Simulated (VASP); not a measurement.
# B2Te3 (P-62m) in VASP: further runs

B2Te3 is run at these levels: PBE; tasks: single point.

Program: VASP 6.6.1. These are calculated values, not measurements. Logs are shortened: lines on timing, memory, paths and dates and some standing lists are left out, and cuts for length are marked.

**1. The cell of the first run**

It takes space group P-62m (No. 189, hexagonal). Conventional cell: a = 3.239 Å, b = 3.239 Å, c = 7.851 Å, α = 90.00°, β = 90.00°, γ = 120.00°. Within 2.5 Å of B (site symmetry -6) lie 3 B at 1.87 Å. Within 2.4 Å of Te (site symmetry m2m) lie 6 Te at 1.77 to 2.08 Å.

The cell was generated, and may not be a known phase.

**2. Single point, PBE**

File INCAR:

```
SYSTEM = B2Te3
PREC = Accurate ; ENCUT = 520
EDIFF = 1E-6 ; ISMEAR = 0
SIGMA = 0.1 ; LREAL = .False.
LASPH = .True. ; NELM = 100
ALGO = Normal ; ISIF = 2
LWAVE = .False. ; LCHARG = .False.
GGA = PE ; NBANDS = 20
```

File KPOINTS:

```
Automatic mesh
0
Gamma
  6 6 2
  0 0 0
```

File POSCAR:

```
B2Te3
1.0
    3.2391309100      0.0000000000      0.0000000000
   -1.6195654600      2.8051696500      0.0000000000
    0.0000000000      0.0000000000      7.8514408900
B Te
2 3
Direct
    0.3333333300      0.6666666700      0.5000000000
    0.6666666700      0.3333333300      0.5000000000
    0.3705962100      0.0000000000      0.0000000000
    0.0000000000      0.3705962100      0.0000000000
    0.6294037900      0.6294037900      0.0000000000
```

Potentials or basis: VASP PAW PBE potentials, release 64 (B, Te).

Run with:

```console
$ cat potpaw_PBE.64/B/POTCAR potpaw_PBE.64/Te/POTCAR > POTCAR
$ mpirun -np 1 vasp_std > vasp.out
```

OUTCAR:

```text
SYSTEM = B2Te3
   PREC = Accurate
   ENCUT = 520
   EDIFF = 1E-6
   ISMEAR = 0
   LREAL = .False.
   LASPH = .True.
   NELM = 100
   ISIF = 2
   GGA = PE

 ion  position               nearest neighbor table
   1  0.333  0.667  0.500-   2 1.87   2 1.87   2 1.87
   2  0.667  0.333  0.500-   1 1.87   1 1.87   1 1.87
   3  0.371  0.000  0.000-   4 1.77   4 1.77   5 1.77   5 1.77   5 2.08   4 2.08   5 3.53   4 3.53

   4  0.000  0.371  0.000-   3 1.77   3 1.77   5 1.77   5 1.77   5 2.08   3 2.08   5 3.53   3 3.53

   5  0.629  0.629  0.000-   3 1.77   4 1.77   3 1.77   4 1.77   4 2.08   3 2.08   4 3.53   3 3.53

 -----------------------------------------------------------------------------
|                                                                             |
|           W    W    AA    RRRRR   N    N  II  N    N   GGGG   !!!           |
|           W    W   A  A   R    R  NN   N  II  NN   N  G    G  !!!           |
|           W    W  A    A  R    R  N N  N  II  N N  N  G       !!!           |
|           W WW W  AAAAAA  RRRRR   N  N N  II  N  N N  G  GGG   !            |
|           WW  WW  A    A  R   R   N   NN  II  N   NN  G    G                |
|           W    W  A    A  R    R  N    N  II  N    N   GGGG   !!!           |
|                                                                             |
|     The distance between some ions is very small. Please check the          |
|     nearest-neighbor list in the OUTCAR file.                               |
|     I HOPE YOU KNOW WHAT YOU ARE DOING!                                     |
|                                                                             |
 -----------------------------------------------------------------------------

  LATTYP: Found a hexagonal cell.
 ALAT       =     3.2391309100
 C/A-ratio  =     2.4239344158

  Lattice vectors:

 A1 = (   3.2391309100,   0.0000000000,   0.0000000000)
 A2 = (  -1.6195654600,   2.8051696500,   0.0000000000)
 A3 = (   0.0000000000,   0.0000000000,   7.8514408900)

Analysis of symmetry for initial positions (statically):
=====================================================================
 Subroutine PRICEL returns:
 Original cell was already a primitive cell.

 Routine SETGRP: Setting up the symmetry group for a
 hexagonal supercell.

 Subroutine GETGRP returns: Found 12 space group operations
 (whereof 12 operations were pure point group operations)
 out of a pool of 24 trial point group operations.

The static configuration has the point symmetry D_3h.

Analysis of symmetry for dynamics (positions and initial velocities):
=====================================================================
 Subroutine PRICEL returns:
 Original cell was already a primitive cell.

 Routine SETGRP: Setting up the symmetry group for a
 hexagonal supercell.

 Subroutine GETGRP returns: Found 12 space group operations
 (whereof 12 operations were pure point group operations)
 out of a pool of 24 trial point group operations.

The dynamic configuration has the point symmetry D_3h.

 Subroutine INISYM returns: Found 12 space group operations
 (whereof 12 operations are pure point group operations),
 and found     1 'primitive' translations

----------------------------------------------------------------------------------------

                                     Primitive cell

  volume of cell :      71.3406

  direct lattice vectors                    reciprocal lattice vectors
     3.239130910  0.000000000  0.000000000     0.308724787  0.178242340  0.000000000
    -1.619565460  2.805169650  0.000000000     0.000000000  0.356484678  0.000000000
     0.000000000  0.000000000  7.851440890     0.000000000  0.000000000  0.127365157

  length of vectors
     3.239130910  3.239130909  7.851440890     0.356484678  0.356484678  0.127365157

  position of ions in fractional coordinates (direct lattice)
     0.333333330  0.666666670  0.500000000
     0.666666670  0.333333330  0.500000000
     0.370596210  0.000000000  0.000000000
     0.000000000  0.370596210  0.000000000
     0.629403790  0.629403790  0.000000000

  ion indices of the primitive-cell ions
   primitive index   ion index
                 1           1
                 2           2
                 3           3
                 4           4
                 5           5

----------------------------------------------------------------------------------------

 KPOINTS: Automatic mesh

Automatic generation of k-mesh.
 Grid dimensions read from file:
 generate k-points for:    6    6    2

 Generating k-lattice:

  Cartesian coordinates                     Fractional coordinates (reciprocal lattice)
     0.051454131  0.029707057  0.000000000     0.166666667  0.000000000  0.000000000
     0.000000000  0.059414113  0.000000000     0.000000000  0.166666667  0.000000000
     0.000000000  0.000000000  0.063682578     0.000000000  0.000000000  0.500000000

  Length of vectors
     0.059414113  0.059414113  0.063682578

  Shift w.r.t. Gamma in fractional coordinates (k-lattice)
     0.000000000  0.000000000  0.000000000

 Subroutine IBZKPT returns following result:
 ===========================================

 Found     14 irreducible k-points:

 Following reciprocal coordinates:
            Coordinates               Weight
  0.000000  0.000000  0.000000      1.000000
  0.166667 -0.000000  0.000000      6.000000
  0.333333 -0.000000  0.000000      6.000000
  0.500000 -0.000000  0.000000      3.000000
  0.166667  0.166667  0.000000      6.000000
  0.333333  0.166667  0.000000     12.000000
  0.333333  0.333333  0.000000      2.000000
  0.000000  0.000000  0.500000      1.000000
  0.166667 -0.000000  0.500000      6.000000
  0.333333 -0.000000  0.500000      6.000000
  0.500000 -0.000000  0.500000      3.000000
  0.166667  0.166667  0.500000      6.000000
  0.333333  0.166667  0.500000     12.000000
  0.333333  0.333333  0.500000      2.000000
   k-points           NKPTS =     14   k-points in BZ     NKDIM =     14   number of bands    NBANDS=     20
   number of dos      NEDOS =    301   number of ions     NIONS =      5
   total plane-waves  NPLWV =  34560
   dimension x,y,z NGX =    24 NGY =   24 NGZ =   60
   dimension x,y,z NGXF=    48 NGYF=   48 NGZF=  120
   ions per type =               2   3
   NGX,Y,Z   is equivalent  to a cutoff of  12.32, 12.32, 12.70 a.u.
   NGXF,Y,Z  is equivalent  to a cutoff of  24.64, 24.64, 25.41 a.u.
 SYSTEM =  B2Te3
   PREC   = accura    normal or accurate (medium, high low for compatibility)
   ISTART =      0    job   : 0-new  1-cont  2-samecut
   ICHARG =      2    charge: 1-file 2-atom 10-const
   ISPIN  =      1    spin polarized calculation?
   LNONCOLLINEAR =      F non collinear calculations
   LSORBIT =      F    spin-orbit coupling
   LASPH  =      T    aspherical Exc in radial PAW
   ENCUT  =  520.0 eV  38.22 Ry    6.18 a.u.   6.02  6.02 14.60*2*pi/ulx,y,z
   NELM   =    100;   NELMIN=  2; NELMDL= -5     # of ELM steps
   EDIFF  = 0.1E-05   stopping-criterion for ELM
   LREAL  =      F    real-space projection
   EDIFFG = 0.1E-04   stopping-criterion for IOM
   NSW    =      0    number of steps for IOM
   IBRION =     -1    ionic relax: 0-MD 1-quasi-New 2-CG
   NFREE  =      0    steps in history (QN), initial steepest desc. (CG)
   ISIF   =      2    stress and relaxation
   ISYM   =      2    0-nonsym 1-usesym 2-fastsym
   POTIM  = 0.5000    time-step for ionic-motion
   TEBEG  =    0.0;   TEEND  =   0.0 temperature during run
   PSTRESS=    0.0 pullay stress
   NELECT =      24.0000    total number of electrons
   NUPDOWN=      -1.0000    fix difference up-down
   EMIN   =  10.00;   EMAX   =-10.00  energy-range for DOS
   EFERMI =   0.00;   METHOD = LEGACY
   ISMEAR =     0;   SIGMA  =   0.10  broadening in eV -4-tet -1-fermi 0-gaus
   EFERMI_NEDOS =   21; number of points for ismear=-14 and -15
   IALGO  =     38    algorithm
   IMIX   =      4    mixing-type and parameters
     AMIX     =   0.40;   BMIX     =  1.00
     AMIX_MAG =   1.60;   BMIX_MAG =  1.00
  volume/ion in A,a.u.               =      14.27        96.29
  Fermi-wavevector in a.u.,A,eV,Ry     =   1.138587  2.151618 17.638328  1.296381
  Thomas-Fermi vector in A             =   2.275291
   LORBIT       =      0    0 simple, 1 ext, 2 COOP (PROOUT), +10 PAW based schemes
   GGA     = PE    functional components
   LHFCALC =     F    Hartree Fock is set to
   AEXX    =    0.0000 exact exchange contribution
   IVDW    =     0    specifies the selected vdW correction
   LEPSILON=     F    determine dielectric tensor
   LRPA    =     F    only Hartree local field effects (RPA)
 non-spin polarized calculation
 Gauss-broadening in eV      SIGMA  =   0.10
  energy-cutoff  :      520.00
  volume of cell :       71.34
 maximum number of plane-waves:      1944
   NGX = 13   NGY = 13   NGZ = 29

 number of electron      23.9999997 magnetization

 Free energy of the ion-electron system (eV)
  ---------------------------------------------------
  ext. energy  EPLUGINS =         0.00000000
  ---------------------------------------------------
  free energy    TOTEN  =       126.31545779 eV

  energy without entropy =      126.34129651  energy(sigma->0) =      126.32837715

 E-fermi :  12.6968     XC(G=0): -10.6963

 val. band max:       12.6919282651   @ k =   0.3333  -0.0000   0.5000
 cond. band min:      13.0136600170   @ k =   0.3333  -0.0000   0.0000
 fundamental gap:      0.3217317518
 Fermi energy:        12.6968091853

 k-point     1 :       0.0000    0.0000    0.0000
  band No.  band energies     occupation
      1     -19.1685      2.00000
      2      -5.6200      2.00000
      3       0.7049      2.00000
      4       2.4765      2.00000
      5       2.4765      2.00000
      6       3.6444      2.00000
[... 12 lines left out ...]
     19      16.8926      0.00000
     20      16.8926      0.00000

 k-point     2 :       0.1667   -0.0000    0.0000
  band No.  band energies     occupation
      1     -18.6308      2.00000
      2      -4.7201      2.00000
      3      -4.0136      2.00000
      4      -1.6488      2.00000
      5       4.0211      2.00000
      6       4.0521      2.00000
[... 12 lines left out ...]
     19      17.5635      0.00000
     20      19.1686      0.00000

 k-point     3 :       0.3333   -0.0000    0.0000
  band No.  band energies     occupation
      1     -16.9767      2.00000
      2      -9.6197      2.00000
      3      -5.3673      2.00000
      4      -2.2543      2.00000
      5       4.0899      2.00000
      6       5.2232      2.00000
[... 12 lines left out ...]
     19      17.9938      0.00000
     20      18.4653      0.00000

 k-point     4 :       0.5000   -0.0000    0.0000
  band No.  band energies     occupation
      1     -14.4338      2.00000
      2     -13.6044      2.00000
      3      -6.7468      2.00000
      4       0.6009      2.00000
      5       2.3733      2.00000
      6       4.0842      2.00000
[... 12 lines left out ...]
     19      19.5516      0.00000
     20      19.6921      0.00000

 k-point     5 :       0.1667    0.1667    0.0000
  band No.  band energies     occupation
      1     -17.5409      2.00000
      2      -7.5530      2.00000
      3      -5.7842      2.00000
      4      -3.0434      2.00000
      5       4.8366      2.00000
      6       6.3030      2.00000
[... 12 lines left out ...]
     19      18.0191      0.00000
     20      18.5516      0.00000
[... 123 lines left out ...]
      6       4.0844      2.00000
[... 12 lines left out ...]
     19      19.1979      0.00000
     20      19.3611      0.00000

 k-point    12 :       0.1667    0.1667    0.5000
  band No.  band energies     occupation
      1     -17.5409      2.00000
      2      -7.5529      2.00000
      3      -5.7842      2.00000
      4      -3.0449      2.00000
      5       4.8853      2.00000
      6       6.3034      2.00000
[... 12 lines left out ...]
     19      16.9967      0.00000
     20      17.5489      0.00000

 k-point    13 :       0.3333    0.1667    0.5000
  band No.  band energies     occupation
      1     -15.3244      2.00000
      2     -11.7499      2.00000
      3      -8.4522      2.00000
      4      -0.1421      2.00000
      5       3.9930      2.00000
      6       6.3793      2.00000
[... 12 lines left out ...]
     19      18.2816      0.00000
     20      19.0914      0.00000

 k-point    14 :       0.3333    0.3333    0.5000
  band No.  band energies     occupation
      1     -13.0063      2.00000
      2     -13.0063      2.00000
      3     -11.2484      2.00000
      4       2.4765      2.00000
      5       2.4765      2.00000
      6       4.7069      2.00000
[... 12 lines left out ...]
     19      17.9670      0.00000
     20      20.7785      0.00000

------------------------ aborting loop because EDIFF is reached ----------------------------------------

  FORCE on cell =-STRESS in cart. coord.  units (eV):
  Direction    XX          YY          ZZ          XY          YZ          ZX
  --------------------------------------------------------------------------------------
  -------------------------------------------------------------------------------------
  Total      440.5127391    440.5127377     -5.1764222     -0.0000008     -0.0000000     -0.0000000
  in kB     9893.0922144   9893.0921845   -116.2527616     -0.0000176     -0.0000000     -0.0000000
  external PRESSURE =    6556.6438791 kB  Pullay stress =       0.0000000 kB

 VOLUME and BASIS-vectors are now :
 -----------------------------------------------------------------------------
  energy-cutoff  :      520.00
  volume of cell :       71.34
      direct lattice vectors                 reciprocal lattice vectors
     3.239130910  0.000000000  0.000000000     0.308724787  0.178242340  0.000000000
    -1.619565460  2.805169650  0.000000000     0.000000000  0.356484678  0.000000000
     0.000000000  0.000000000  7.851440890     0.000000000  0.000000000  0.127365157

 POSITION                                       TOTAL-FORCE (eV/Angst)
 -----------------------------------------------------------------------------------
     -0.00000      1.87011      3.92572        -0.000000     -0.000000      0.000000
      1.61957      0.93506      3.92572        -0.000000     -0.000000      0.000000
      1.20041      0.00000      0.00000       -49.588536     -0.000000      0.000000
     -0.60020      1.03959      0.00000        24.794268    -42.944932      0.000000
      1.01936      1.76558      0.00000        24.794268     42.944932      0.000000
 -----------------------------------------------------------------------------------
    total drift:                               -0.000000     -0.000001     -0.000000

  FREE ENERGIE OF THE ION-ELECTRON SYSTEM (eV)
  ---------------------------------------------------
  free  energy   TOTEN  =       126.3154577906 eV

  energy  without entropy=      126.3412965074  energy(sigma->0) =      126.32837715
```

Wall time 51 s (1 thread of Intel Xeon 8259CL, shared host); peak memory 0.18 GiB.

The run converged, but its numbers aren't listed here, since they failed a check.

Caveat: the k points lie up to 0.40 Å⁻¹ apart, too coarse for converged energies and pressures of a metal; atoms lie so close that the PAW spheres overlap strongly, which falsifies energies and pressures; spin-orbit coupling is left out, which moves the levels of the heavy elements; this functional lacks dispersion, which binds layers or chains, so the pressure and a relaxed spacing across them are unreliable; forces of over 1 eV/Å act on the atoms, so gaps and moduli don't describe the material at rest.

**3. Single point, PBE**

This run uses another cell than the first one, of 21.71 Å³/atom.

File INCAR:

```
PREC = Accurate
ENCUT = 520
EDIFF = 1E-6
ISMEAR = 0
SIGMA = 0.1
LREAL = F
LASPH = T
NELM = 80
ALGO = Normal
ISIF = 2
LWAVE = F
LCHARG = F
GGA = PE
NBANDS = 20
```

File KPOINTS:

```
Automatic mesh
0
Gamma
  3 3 4
```

File POSCAR:

```
B2Te3
1.0
    6.2602117806      0.0000000000      0.0000000000
   -3.1301058903      5.4215024351      0.0000000000
    0.0000000000      0.0000000000      3.1978804800
B Te
2 3
Direct
    0.3333333333      0.6666666667      0.5000000000
    0.6666666667      0.3333333333      0.5000000000
    0.3792861162      0.0000000000      0.0000000000
    0.0000000000      0.3792861162      0.0000000000
    0.6207138838      0.6207138838      0.0000000000
```

Potentials or basis: VASP PAW PBE potentials, release 64 (B, Te).

Run with:

```console
$ cat potpaw_PBE.64/B/POTCAR potpaw_PBE.64/Te/POTCAR > POTCAR
$ mpirun -np 1 vasp_std > vasp.out
```

Wall time 39 s (1 thread of Intel Xeon 8259CL, shared host); peak memory 0.22 GiB.

Results (log left out):

```
Free energy            : -18.0643 eV
Pressure               : -0.1 GPa
Largest force          : 0.010 eV/Å
Band gap on the k mesh : zero (bands 12 and 13 overlap by 2.11 eV)
```

Forces on the atoms (eV/Å):
```
B    0.000  0.000  0.000
B    0.000  0.000  0.000
Te   0.010  0.000  0.000
Te  -0.005  0.009  0.000
Te  -0.005 -0.009  0.000
```

Stress tensor (GPa, compression positive):
```
 0.05  0.00  0.00
 0.00  0.05  0.00
 0.00  0.00 -0.27
```

Levels at points of the mesh, in eV from the Fermi level:
```
           k point  band 8  band 9  band 10  band 11  band 12  band 13  band 14  band 15  band 16  band 17
(0.00, 0.00, 0.00)   -1.57   -0.70    -0.70     1.11     1.50     2.32     2.32     3.05     3.05     4.20
(0.00, 0.00, 0.50)   -5.43   -3.02    -3.02    -2.13    -0.61    -0.61     1.15     1.78     1.78     4.29
```

Caveat: the k points lie up to 0.49 Å⁻¹ apart, too coarse for converged energies and pressures of a metal; spin-orbit coupling is left out, which moves the levels of the heavy elements.

(Continued in part 2 of 2.)

The gap in the log of VASP goes by the Fermi energy; the results here count the filled bands.